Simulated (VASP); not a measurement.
Wanted: the native input for a VASP 6.6.1 run.

| Item | Value |
| --- | --- |
| Task | single point |
| Functional | PBEsol |
| Potentials or basis | VASP PAW PBE potentials, release 64 (Ti_sv, B) |
| Cutoff | 520 eV |
| k mesh | 14 × 14 × 11 |
| Occupations | fermi-dirac, width 0.03 eV |
| Spin | no spin polarisation |
| Dipole correction | no |
| Further INCAR settings | ALGO = Normal; EDIFF = 1e-06; NBANDS = 16 |

The structure of TiB2 lies in POSCAR:

```
TiB2
1.0
    3.0291982016     -0.0151459910     -0.0151459910
   -1.5277159138      2.6309355912     -0.0055438175
   -0.0161420000     -0.0161420000      3.2284000000
Ti B
1 2
Direct
    0.0000000000      0.0000000000      0.0000000000
    0.3333333333      0.6666666667      0.5000000000
    0.6666666667      0.3333333333      0.5000000000
```

This cell differs from its parent crystal: equal xy, yz and zx shear strains of -1 %.

The input as run:

INCAR

```
SYSTEM = TiB2
ALGO = Normal
EDIFF = 1E-6
ENCUT = 520
GGA = PS
ISIF = 2
ISMEAR = -1
LASPH = .TRUE.
LCHARG = .FALSE.
LREAL = .FALSE.
LWAVE = .FALSE.
NBANDS = 16
NELM = 60
PREC = Accurate
SIGMA = 0.03
```

KPOINTS

```
k-points
0
G
  14 14 11
  0 0 0
```

Potentials or basis: VASP PAW PBE potentials, release 64 (Ti_sv, B).

The run is started by

```console
$ cat potpaw_PBE.64/Ti_sv/POTCAR potpaw_PBE.64/B/POTCAR > POTCAR
$ mpirun -np 1 vasp_std > vasp.out
```

It gave:

```json
{
  "Pressure": "-4.7 GPa",
  "Largest force": "0.032 eV/Å",
  "Band gap on the k mesh": "zero (bands 9 and 10 overlap by 0.62 eV)"
}
```

Caveat: the cell differs from its parent crystal (equal xy, yz and zx shear strains of -1 %); the cell stands under tension; the PAW data sets were made with another functional, which shifts forces and pressure a little.

Wall time 2 min on 1 thread of Intel(R) Xeon(R) 6975P-C (Granite Rapids), on a shared host, peak memory 0.5 GiB.
